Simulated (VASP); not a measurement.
# La (Im-3m) in VASP: further runs

Runs on La. Level: PBE. Tasks: single point.

All numbers are computed with VASP 6.6.1; they aren't measurements. Logs are shortened: lines on timing, memory, paths and dates and some standing lists are left out, and cuts for length are marked.

## Step 1: The cell of the first run

It takes space group Im-3m (No. 229, cubic). The conventional cell has a = 4.172 Å, b = 4.172 Å, c = 4.172 Å, α = 90.00°, β = 90.00°, γ = 90.00°. Within 4.7 Å of La (site symmetry m-3m) lie 14 La at 3.61 to 4.17 Å.

This isn't the form of La at room conditions, which is double hcp.

## Step 2: Single point, PBE

INCAR reads:

```
  PREC = Accurate
  ENCUT = 520
  EDIFF = 1E-7
  ISMEAR = -1
  SIGMA = 0.06122561905347299
  LREAL = False
  LASPH = True
  NELM = 100
  ALGO = Normal
  ISIF = 2
  LWAVE = False
  LCHARG = False
  GGA = PE
  NBANDS = 12
```

KPOINTS reads:

```
regular mesh
0
Gamma
  18 18 18
```

POSCAR reads:

```
La
1.0
   -2.0858305957      2.0858305957      2.0858305957
    2.0858305957     -2.0858305957      2.0858305957
    2.0858305957      2.0858305957     -2.0858305957
La
1
Direct
    0.0000000000      0.0000000000      0.0000000000
```

Potentials or basis: VASP PAW PBE potentials, release 64 (La).

On the command line:

```bash
cat potpaw_PBE.64/La/POTCAR > POTCAR
mpirun -np 1 vasp_std > vasp.out
```

OUTCAR:

```text
PREC = Accurate
   ENCUT = 520
   EDIFF = 1E-7
   ISMEAR = -1
   LREAL = False
   LASPH = True
   NELM = 100
   ISIF = 2
   GGA = PE

 ion  position               nearest neighbor table
   1  0.000  0.000  0.000-

  LATTYP: Found a body centered cubic cell.
 ALAT       =     4.1716611914

  Lattice vectors:

 A1 = (  -2.0858305957,   2.0858305957,   2.0858305957)
 A2 = (   2.0858305957,  -2.0858305957,   2.0858305957)
 A3 = (   2.0858305957,   2.0858305957,  -2.0858305957)

Analysis of symmetry for initial positions (statically):
=====================================================================
 Subroutine PRICEL returns:
 Original cell was already a primitive cell.

 Routine SETGRP: Setting up the symmetry group for a
 body centered cubic supercell.

 Subroutine GETGRP returns: Found 48 space group operations
 (whereof 48 operations were pure point group operations)
 out of a pool of 48 trial point group operations.

The static configuration has the point symmetry O_h .

Analysis of symmetry for dynamics (positions and initial velocities):
=====================================================================
 Subroutine PRICEL returns:
 Original cell was already a primitive cell.

 Routine SETGRP: Setting up the symmetry group for a
 body centered cubic supercell.

 Subroutine GETGRP returns: Found 48 space group operations
 (whereof 48 operations were pure point group operations)
 out of a pool of 48 trial point group operations.

The dynamic configuration has the point symmetry O_h .

 Subroutine INISYM returns: Found 48 space group operations
 (whereof 48 operations are pure point group operations),
 and found     1 'primitive' translations

----------------------------------------------------------------------------------------

                                     Primitive cell

  volume of cell :      36.2992

  direct lattice vectors                    reciprocal lattice vectors
    -2.085830596  2.085830596  2.085830596     0.000000000  0.239712660  0.239712660
     2.085830596 -2.085830596  2.085830596     0.239712660  0.000000000  0.239712660
     2.085830596  2.085830596 -2.085830596     0.239712660  0.239712660  0.000000000

  length of vectors
     3.612764568  3.612764568  3.612764568     0.339004895  0.339004895  0.339004895

  position of ions in fractional coordinates (direct lattice)
     0.000000000  0.000000000  0.000000000

  ion indices of the primitive-cell ions
   primitive index   ion index
                 1           1

----------------------------------------------------------------------------------------

 KPOINTS: regular mesh

Automatic generation of k-mesh.
 Grid dimensions read from file:
 generate k-points for:   18   18   18

 Generating k-lattice:

  Cartesian coordinates                     Fractional coordinates (reciprocal lattice)
     0.000000000  0.013317370  0.013317370     0.055555556  0.000000000  0.000000000
     0.013317370  0.000000000  0.013317370     0.000000000  0.055555556  0.000000000
     0.013317370  0.013317370  0.000000000     0.000000000  0.000000000  0.055555556

  Length of vectors
     0.018833605  0.018833605  0.018833605

  Shift w.r.t. Gamma in fractional coordinates (k-lattice)
     0.000000000  0.000000000  0.000000000

 Subroutine IBZKPT returns following result:
 ===========================================

 Found    195 irreducible k-points:

 Following reciprocal coordinates:
            Coordinates               Weight
  0.000000  0.000000  0.000000      1.000000
  0.055556  0.000000  0.000000     12.000000
  0.111111  0.000000  0.000000     12.000000
  0.166667  0.000000  0.000000     12.000000
  0.222222  0.000000  0.000000     12.000000
  0.277778  0.000000  0.000000     12.000000
[... 16 lines left out ...]
  0.333333  0.111111 -0.000000     48.000000
  0.388889  0.111111  0.000000     48.000000
 [... further k-points ...]
   k-points           NKPTS =    195   k-points in BZ     NKDIM =    195   number of bands    NBANDS=     12
   number of dos      NEDOS =    301   number of ions     NIONS =      1
   total plane-waves  NPLWV =  21952
   dimension x,y,z NGX =    28 NGY =   28 NGZ =   28
   dimension x,y,z NGXF=    56 NGYF=   56 NGZF=   56
   ions per type =               1
   NGX,Y,Z   is equivalent  to a cutoff of  12.88, 12.88, 12.88 a.u.
   NGXF,Y,Z  is equivalent  to a cutoff of  25.77, 25.77, 25.77 a.u.
 SYSTEM =  unknown system
   PREC   = accura    normal or accurate (medium, high low for compatibility)
   ISTART =      0    job   : 0-new  1-cont  2-samecut
   ICHARG =      2    charge: 1-file 2-atom 10-const
   ISPIN  =      1    spin polarized calculation?
   LNONCOLLINEAR =      F non collinear calculations
   LSORBIT =      F    spin-orbit coupling
   LASPH  =      T    aspherical Exc in radial PAW
   ENCUT  =  520.0 eV  38.22 Ry    6.18 a.u.   6.72  6.72  6.72*2*pi/ulx,y,z
   NELM   =    100;   NELMIN=  2; NELMDL= -5     # of ELM steps
   EDIFF  = 0.1E-06   stopping-criterion for ELM
   LREAL  =      F    real-space projection
   EDIFFG = 0.1E-05   stopping-criterion for IOM
   NSW    =      0    number of steps for IOM
   IBRION =     -1    ionic relax: 0-MD 1-quasi-New 2-CG
   NFREE  =      0    steps in history (QN), initial steepest desc. (CG)
   ISIF   =      2    stress and relaxation
   ISYM   =      2    0-nonsym 1-usesym 2-fastsym
   POTIM  = 0.5000    time-step for ionic-motion
   TEBEG  =    0.0;   TEEND  =   0.0 temperature during run
   PSTRESS=    0.0 pullay stress
   NELECT =      11.0000    total number of electrons
   NUPDOWN=      -1.0000    fix difference up-down
   EMIN   =  10.00;   EMAX   =-10.00  energy-range for DOS
   EFERMI =   0.00;   METHOD = LEGACY
   ISMEAR =    -1;   SIGMA  =   0.06  broadening in eV -4-tet -1-fermi 0-gaus
   EFERMI_NEDOS =   21; number of points for ismear=-14 and -15
   IALGO  =     38    algorithm
   IMIX   =      4    mixing-type and parameters
     AMIX     =   0.40;   BMIX     =  1.00
     AMIX_MAG =   1.60;   BMIX_MAG =  1.00
  volume/ion in A,a.u.               =      36.30       244.96
  Fermi-wavevector in a.u.,A,eV,Ry     =   1.099613  2.077968 16.451480  1.209150
  Thomas-Fermi vector in A             =   2.236011
   LORBIT       =      0    0 simple, 1 ext, 2 COOP (PROOUT), +10 PAW based schemes
   GGA     = PE    functional components
   LHFCALC =     F    Hartree Fock is set to
   AEXX    =    0.0000 exact exchange contribution
   IVDW    =     0    specifies the selected vdW correction
   LEPSILON=     F    determine dielectric tensor
   LRPA    =     F    only Hartree local field effects (RPA)
 non-spin polarized calculation
  energy-cutoff  :      520.00
  volume of cell :       36.30
 maximum number of plane-waves:       992
   NGX = 13   NGY = 13   NGZ = 13

 number of electron      11.0000002 magnetization

 Free energy of the ion-electron system (eV)
  ---------------------------------------------------
  ext. energy  EPLUGINS =         0.00000000
  ---------------------------------------------------
  free energy    TOTEN  =        -4.76961983 eV

  energy without entropy =       -4.73222204  energy(sigma->0) =       -4.75092093

 E-fermi :   8.0768     XC(G=0):  -9.6544

 val. band max:        8.0765250989   @ k =  -0.3889  -0.4444   0.1111
 cond. band min:       8.0819966540   @ k =   0.2222   0.2222   0.0556
 fundamental gap:      0.0054715551
 Fermi energy:         8.0768431939

 k-point     1 :       0.0000    0.0000    0.0000
  band No.  band energies     occupation
      1     -24.7765      2.00000
      2      -7.7153      2.00000
      3      -7.7153      2.00000
      4      -7.7153      2.00000
      5       4.9228      2.00000
      6       9.5894      0.00000
      7       9.5894      0.00000
      8       9.5894      0.00000
      9       9.6267      0.00000
     10       9.6267      0.00000
     11       9.6267      0.00000
     12      10.4034      0.00000

 k-point     2 :       0.0556    0.0000    0.0000
  band No.  band energies     occupation
      1     -24.7698      2.00000
      2      -7.7662      2.00000
      3      -7.7300      2.00000
      4      -7.7160      2.00000
      5       5.0248      2.00000
      6       9.3750      0.00000
      7       9.3767      0.00000
      8       9.6225      0.00000
      9       9.6293      0.00000
     10       9.7973      0.00000
     11       9.8014      0.00000
     12      10.4030      0.00000

 k-point     3 :       0.1111    0.0000    0.0000
  band No.  band energies     occupation
      1     -24.7506      2.00000
      2      -7.9097      2.00000
      3      -7.7720      2.00000
      4      -7.7178      2.00000
      5       5.3121      2.00000
      6       9.1123      0.00000
      7       9.1146      0.00000
      8       9.6119      0.00000
      9       9.7224      0.00000
     10       9.9365      0.00000
     11       9.9510      0.00000
     12      10.3655      0.00000
[... 286 lines left out ...]
 k-point    23 :       0.3333    0.1111   -0.0000
  band No.  band energies     occupation
      1     -24.5672      2.00000
      2      -8.9974      2.00000
      3      -8.1739      2.00000
      4      -7.7994      2.00000
      5       6.6394      2.00000
      6       8.0253      1.39772
      7       9.2565      0.00000
      8       9.6996      0.00000
      9       9.9762      0.00000
     10      10.1561      0.00000
     11      10.2426      0.00000
     12      10.3540      0.00000

 k-point    24 :       0.3889    0.1111    0.0000
  band No.  band energies     occupation
      1     -24.5479      2.00000
      2      -9.0948      2.00000
      3      -8.2208      2.00000
      4      -7.8025      2.00000
      5       6.5545      2.00000
      6       7.9563      1.75485
      7       9.5053      0.00000
      8       9.6930      0.00000
      9       9.9838      0.00000
     10      10.2257      0.00000
     11      10.2691      0.00000
     12      10.3537      0.00000

 [... further k-points ...]

------------------------ aborting loop because EDIFF is reached ----------------------------------------

  FORCE on cell =-STRESS in cart. coord.  units (eV):
  Direction    XX          YY          ZZ          XY          YZ          ZX
  --------------------------------------------------------------------------------------
  -------------------------------------------------------------------------------------
  Total        0.2661560      0.2661560      0.2661560      0.0000000     -0.0000000      0.0000000
  in kB       11.7476157     11.7476157     11.7476157      0.0000000     -0.0000000      0.0000000
  external PRESSURE =      11.7476157 kB  Pullay stress =       0.0000000 kB

 VOLUME and BASIS-vectors are now :
 -----------------------------------------------------------------------------
  energy-cutoff  :      520.00
  volume of cell :       36.30
      direct lattice vectors                 reciprocal lattice vectors
    -2.085830596  2.085830596  2.085830596     0.000000000  0.239712660  0.239712660
     2.085830596 -2.085830596  2.085830596     0.239712660  0.000000000  0.239712660
     2.085830596  2.085830596 -2.085830596     0.239712660  0.239712660  0.000000000

 POSITION                                       TOTAL-FORCE (eV/Angst)
 -----------------------------------------------------------------------------------
      0.00000      0.00000      0.00000         0.000000      0.000000      0.000000
 -----------------------------------------------------------------------------------
    total drift:                                0.000000      0.000000      0.000000

  FREE ENERGIE OF THE ION-ELECTRON SYSTEM (eV)
  ---------------------------------------------------
  free  energy   TOTEN  =        -4.7696198264 eV

  energy  without entropy=       -4.7322220373  energy(sigma->0) =       -4.75092093
```

Wall time 52 s (1 thread of Intel Xeon 6975P-C (Granite Rapids), shared host); peak memory 0.25 GiB.

What came out:

* Free energy: -4.7696 eV
* Pressure: 1.2 GPa
* Band gap on the k mesh: zero (an odd number of electrons rules out a gap without spin polarisation)

Caveat: spin-orbit coupling is left out, which moves the levels of the heavy elements.

## Step 3: Single point, PBE

This run uses another cell than the first one, of 37.06 Å³/atom.

INCAR reads:

```
SYSTEM = La
PREC = Accurate ; ENCUT = 520
EDIFF = 1E-6 ; ISMEAR = -1
SIGMA = 0.06122561905347299 ; LREAL = .FALSE.
LASPH = .TRUE. ; NELM = 80
ALGO = Normal ; ISIF = 2
LWAVE = .FALSE. ; LCHARG = .TRUE.
GGA = PE ; LELF = .TRUE.
LVHAR = .TRUE. ; NBANDS = 12
```

KPOINTS reads:

```
Automatic mesh
0
G
  18 18 18
  0 0 0
```

POSCAR reads:

```
La
1.0
   -2.1002160889      2.1002160889      2.1002160889
    2.1002160889     -2.1002160889      2.1002160889
    2.1002160889      2.1002160889     -2.1002160889
La
1
Direct
    0.0000000000      0.0000000000      0.0000000000
```

Potentials or basis: VASP PAW PBE potentials, release 64 (La).

On the command line:

```bash
cat potpaw_PBE.64/La/POTCAR > POTCAR
mpirun -np 1 vasp_std > vasp.out
```

It took 41 s on 1 thread of Intel Xeon 6975P-C (Granite Rapids), shared host; peak memory 0.25 GiB.

Results (log left out):

* Free energy: -4.7739 eV
* Pressure: 0.6 GPa
* Band gap on the k mesh: zero (an odd number of electrons rules out a gap without spin polarisation)

Levels at points of the mesh, in eV from the Fermi level:
| k point | band 2 | band 3 | band 4 | band 5 | band 6 | band 7 | band 8 | band 9 | band 10 | band 11 |
| --- | --- | --- | --- | --- | --- | --- | --- | --- | --- | --- |
| (0.00, 0.00, 0.00) | -15.87 | -15.87 | -15.87 | -3.18 | 1.49 | 1.49 | 1.49 | 1.52 | 1.52 | 1.52 |
| (0.50, 0.00, 0.00) | -17.25 | -16.30 | -15.89 | -1.81 | -0.20 | 1.52 | 1.60 | 1.87 | 2.14 | 2.14 |
| (0.50, 0.50, 0.50) | -16.80 | -16.80 | -16.80 | -1.89 | -1.89 | 1.67 | 1.83 | 1.83 | 1.83 | 2.33 |

Caveat: spin-orbit coupling is left out, which moves the levels of the heavy elements.

## Step 4: Single point, PBE

This run uses another cell than the first one, of 40.08 Å³/atom.

INCAR reads:

```
SYSTEM = La
PREC = Accurate
ENCUT = 520
EDIFF = 1E-6
ISMEAR = -1
SIGMA = 0.06122561905347299
LREAL = .FALSE.
LASPH = .TRUE.
NELM = 80
ALGO = Normal
ISIF = 2
LWAVE = .FALSE.
LCHARG = .TRUE.
GGA = PE
LELF = .TRUE.
LVHAR = .TRUE.
NBANDS = 12
```

KPOINTS reads:

```
Automatic mesh
0
G
  36 36 36
  0 0 0
```

POSCAR reads:

```
La
1.0
   -2.1558766609      2.1558766609      2.1558766609
    2.1558766609     -2.1558766609      2.1558766609
    2.1558766609      2.1558766609     -2.1558766609
La
1
Direct
    0.0000000000      0.0000000000      0.0000000000
```

Potentials or basis: VASP PAW PBE potentials, release 64 (La).

On the command line:

```bash
cat potpaw_PBE.64/La/POTCAR > POTCAR
mpirun -np 1 vasp_std > vasp.out
```

OUTCAR:

```text
SYSTEM = La
   PREC = Accurate
   ENCUT = 520
   EDIFF = 1E-6
   ISMEAR = -1
   LREAL = .FALSE.
   LASPH = .TRUE.
   NELM = 80
   ISIF = 2
   GGA = PE

 ion  position               nearest neighbor table
   1  0.000  0.000  0.000-

  LATTYP: Found a body centered cubic cell.
 ALAT       =     4.3117533218

  Lattice vectors:

 A1 = (  -2.1558766609,   2.1558766609,   2.1558766609)
 A2 = (   2.1558766609,  -2.1558766609,   2.1558766609)
 A3 = (   2.1558766609,   2.1558766609,  -2.1558766609)

Analysis of symmetry for initial positions (statically):
=====================================================================
 Subroutine PRICEL returns:
 Original cell was already a primitive cell.

 Routine SETGRP: Setting up the symmetry group for a
 body centered cubic supercell.

 Subroutine GETGRP returns: Found 48 space group operations
 (whereof 48 operations were pure point group operations)
 out of a pool of 48 trial point group operations.

The static configuration has the point symmetry O_h .

Analysis of symmetry for dynamics (positions and initial velocities):
[... 164 lines left out ...]
  band No.  band energies     occupation
      1     -25.8471      2.00000
      2      -8.9626      2.00000
      3      -8.9626      2.00000
      4      -8.9626      2.00000
      5       3.9458      2.00000
      6       8.5669      0.00000
      7       8.5669      0.00000
      8       8.5669      0.00000
      9       8.5754      0.00000
     10       8.5754      0.00000
     11       8.5754      0.00000
     12       9.1934      0.00000
[... 331 lines left out ...]
 k-point    24 :       0.1389    0.0278   -0.0000
  band No.  band energies     occupation
      1     -25.8142      2.00000
      2      -9.2243      2.00000
      3      -9.0382      2.00000
      4      -8.9686      2.00000
      5       4.5776      2.00000
      6       7.9584      0.00001
      7       7.9686      0.00000
      8       8.5511      0.00000
      9       8.7206      0.00000
     10       8.8879      0.00000
     11       8.9133      0.00000
     12       9.1520      0.00000

 [... further k-points ...]

------------------------ aborting loop because EDIFF is reached ----------------------------------------

  FORCE on cell =-STRESS in cart. coord.  units (eV):
  Direction    XX          YY          ZZ          XY          YZ          ZX
  --------------------------------------------------------------------------------------
  -------------------------------------------------------------------------------------
  Total       -0.3484331     -0.3484331     -0.3484331      0.0000000     -0.0000000      0.0000000
  in kB      -13.9283033    -13.9283033    -13.9283033      0.0000000     -0.0000000      0.0000000
  external PRESSURE =     -13.9283033 kB  Pullay stress =       0.0000000 kB

 VOLUME and BASIS-vectors are now :
 -----------------------------------------------------------------------------
  energy-cutoff  :      520.00
  volume of cell :       40.08
      direct lattice vectors                 reciprocal lattice vectors
    -2.155876661  2.155876661  2.155876661     0.000000000  0.231924214  0.231924214
     2.155876661 -2.155876661  2.155876661     0.231924214  0.000000000  0.231924214
     2.155876661  2.155876661 -2.155876661     0.231924214  0.231924214  0.000000000

 POSITION                                       TOTAL-FORCE (eV/Angst)
 -----------------------------------------------------------------------------------
      0.00000      0.00000      0.00000        -0.000000      0.000000      0.000000
 -----------------------------------------------------------------------------------
    total drift:                                0.000000     -0.000000      0.000000

  FREE ENERGIE OF THE ION-ELECTRON SYSTEM (eV)
  ---------------------------------------------------
  free  energy   TOTEN  =        -4.7654517866 eV

  energy  without entropy=       -4.7252398368  energy(sigma->0) =       -4.74534581
```

Wall time 11 min (1 thread of Intel Xeon Platinum 8259CL at 2.50GHz (Skylake/Cascade Lake), shared host); peak memory 0.79 GiB.

Results:

| Item | Value |
| --- | --- |
| Free energy | -4.7655 eV |
| Pressure | -1.4 GPa |
| Band gap on the k mesh | zero (an odd number of electrons rules out a gap without spin polarisation) |

Caveat: spin-orbit coupling is left out, which moves the levels of the heavy elements.

## Step 5: The runs side by side

| cell | k mesh | gap on the mesh (eV) | pressure (GPa) |
| --- | --- | --- | --- |
| a = 3.613 Å, angles 109.5°, 1 atom | 18 × 18 × 18 | none | 1.2 |
| a = 3.638 Å, angles 109.5°, 1 atom | 18 × 18 × 18 | none | 0.6 |
| a = 3.734 Å, angles 109.5°, 1 atom | 36 × 36 × 36 | none | -1.4 |

Alike in all rows: task single point; level PBE; potentials or basis VASP PAW PBE potentials, release 64 (La); no spin polarisation; cutoff (eV) 520; smearing fermi-dirac 0.0612256 eV.

Caveats: spin-orbit coupling is left out, which moves the levels of the heavy elements.

Absolute energies hang on the potentials; compare differences alone.
